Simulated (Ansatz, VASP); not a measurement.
**Two plane-wave programs on SnO**

The input POSCAR:

```
SnO
1.0
    3.3392919421      0.0000000000      0.0000000000
   -1.6696459711      2.8919116525      0.0000000000
    0.0000000000      0.0000000000      5.4556313777
Sn O
2 2
Direct
    0.0000000000      0.0000000000      0.0033049932
    0.3333333333      0.6666666667      0.5033027443
    0.0000000000      0.0000000000      0.3716976593
    0.3333333333      0.6666666667      0.8716956031
```

The input INCAR.step1:

```
PREC = Accurate
ENCUT = 520
ISMEAR = 0
SIGMA = 0.1
LREAL = F
LASPH = T
NELM = 60
NBANDS = 28
GGA = PE
ALGO = Normal
EDIFF = 1E-4
LWAVE = T
LCHARG = F
```

The input INCAR.step2:

```
PREC = Accurate
ENCUT = 520
EDIFF = 1E-7
ISMEAR = 0
SIGMA = 0.1
LREAL = F
LASPH = T
NELM = 60
ALGO = Normal
ISIF = 2
LWAVE = F
LCHARG = T
METAGGA = R2SCAN
LMIXTAU = T
LELF = T
LVHAR = T
NBANDS = 28
ISTART = 1
```

Contents of KPOINTS:

```
regular mesh
0
Gamma
  6 6 4
```

Input for Ansatz:

```yaml
crystal:
  lattice:
    - [3.3392919421, 0.0, 0.0]
    - [-1.6696459711, 2.8919116525, 0.0]
    - [0.0, 0.0, 5.4556313777]
  atoms:
    - { symbol: Sn, position: [0.0, 0.0, 0.0033049932] }
    - { symbol: Sn, position: [0.3333333333, 0.6666666667, 0.5033027443] }
    - { symbol: O, position: [0.0, 0.0, 0.3716976593] }
    - { symbol: O, position: [0.3333333333, 0.6666666667, 0.8716956031] }
basis:
  ecutwfc: 500
kpoints:
  mp_grid: { grid: [6, 6, 4] }
hamiltonian:
  xc: r2scan
scf:
  occupations: { method: gaussian, width: 0.1 }
output:
  forces: true
  stress: true
  eigenvalues: true
```

Alike in both runs: task single point; functional r2SCAN; k mesh 6 × 6 × 4; occupations gaussian, width 0.1 eV; no spin polarisation.

|  | VASP | Ansatz |
| --- | --- | --- |
| version | VASP 6.6.1 | Ansatz 0.2.0 |
| potentials or method | VASP PAW PBE potentials, release 64 (Sn_d, O), cutoff 520 eV | scalar-relativistic, plane waves, PAW |
| valence electrons in the cell | 40 | 40 |

```csv
,VASP,Ansatz,Ansatz less VASP
gap on the k mesh at the Fermi level (eV),none,none,-
rms of the force components (eV/Å),0.106,0.105,-0.0015
```

VASP's potentials were made for PBE, not for r2SCAN. Atom by atom the forces differ by 0.001 eV/Å (rms over components). A gap of «none» marks a metal or a gap that the smearing closes. Ansatz's warnings: structure snapped to symmetry.

The k mesh is coarse, so the values compare programs but aren't converged.
